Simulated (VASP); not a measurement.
Runs of VASP 6.6.1 on MoS2. The structure is that of space group R3m (No. 160), or close to it. The cells are those of the table. 

```tsv
cell	gap on the mesh (eV)	pressure (GPa)	largest force (eV/Å)
a = 6.858 Å, angles 24.5°, 3 atoms	0.78	8.1	1.34
a = 6.155 Å, angles 29.1°, 3 atoms	(c)	9.5	0.93
a = 6.486 Å, angles 26.0°, 3 atoms	1.15	20.9	0.42
a = 6.378 Å, angles 27.5°, 3 atoms	0.99	8.8	0.15
a = 6.612 Å, angles 26.0°, 3 atoms	(b)	(a)	0.62
```

Alike in all rows: task single point; level PBE+D3(BJ); potentials or basis VASP PAW PBE potentials, release 64 (Mo_sv, S); no spin polarisation; k mesh 12 × 12 × 12; cutoff (eV) 520; smearing gaussian 0.05 eV.

Estimate the missing entries.

(a) 8.3; (b) 1.08; (c) 0.75.

Caveats: the cell stands under pressure; forces of over 1 eV/Å act on the atoms, so gaps and moduli don't describe the material at rest (at least some runs).

A k mesh can miss the band edges, and the runs leave out spin-orbit coupling on Mo.
